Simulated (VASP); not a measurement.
Set up this calculation in VASP 6.6.1, as the native input.

```yaml
Task: relaxation of cell and atoms
Functional: PBE
Potentials_or_basis: VASP PAW PBE potentials, release 64 (B, N)
Cutoff: 600 eV
k_mesh: 8 × 8 × 8
Occupations: gaussian, width 0.01 eV
Spin: no spin polarisation
Dipole_correction: no
Further_INCAR_settings: ALGO = Normal; EDIFF = 1e-06; IBRION = 2; EDIFFG = -0.05; NSW = 80; ISIF = 3
```

The structure of BN (Qingsongite) lies in POSCAR:

```
BN
1.0
    0.0000000000      1.8075000000      1.8075000000
    1.8075000000      0.0000000000      1.8075000000
    1.8075000000      1.8075000000      0.0000000000
B N
1 1
Direct
    0.0000000000      0.0000000000      0.0000000000
    0.2500000000      0.2500000000      0.2500000000
```

One way to write it, as run:

INCAR

```
  PREC = Accurate
  ENCUT = 600
  EDIFF = 1E-6
  ISMEAR = 0
  SIGMA = 0.01
  LREAL = False
  LASPH = True
  NELM = 80
  ALGO = Normal
  ISIF = 3
  LWAVE = False
  LCHARG = False
  GGA = PE
  IBRION = 2
  NSW = 80
  EDIFFG = -0.05
```

KPOINTS

```
regular mesh
0
Gamma
  8 8 8
```

Potentials or basis: VASP PAW PBE potentials, release 64 (B, N).

Launch:

```bash
$ cat potpaw_PBE.64/B/POTCAR potpaw_PBE.64/N/POTCAR > POTCAR
$ mpirun -np 1 vasp_std > vasp.out
```

Results of the run:

| Property | Result |
| --- | --- |
| Relaxed volume | 5.95 Å³/atom |
| Relaxed cell | a = 2.563 Å, b = 2.563 Å, c = 2.563 Å, α = 60.00°, β = 60.00°, γ = 60.00° |
| Space group after relaxing (to 0.05 Å) | F-43m (No. 216) |
| Energy gained by relaxing | 0.4 meV/atom |
| Ionic steps | 3 |
| Pressure after relaxing | 0.0 GPa |
| Band gap on the k mesh | 4.45 eV, indirect (least direct gap 8.78 eV) |

Wall time 12 s on 1 thread of Intel Xeon 8259CL, with other jobs on the host, peak memory 0.12 GiB.
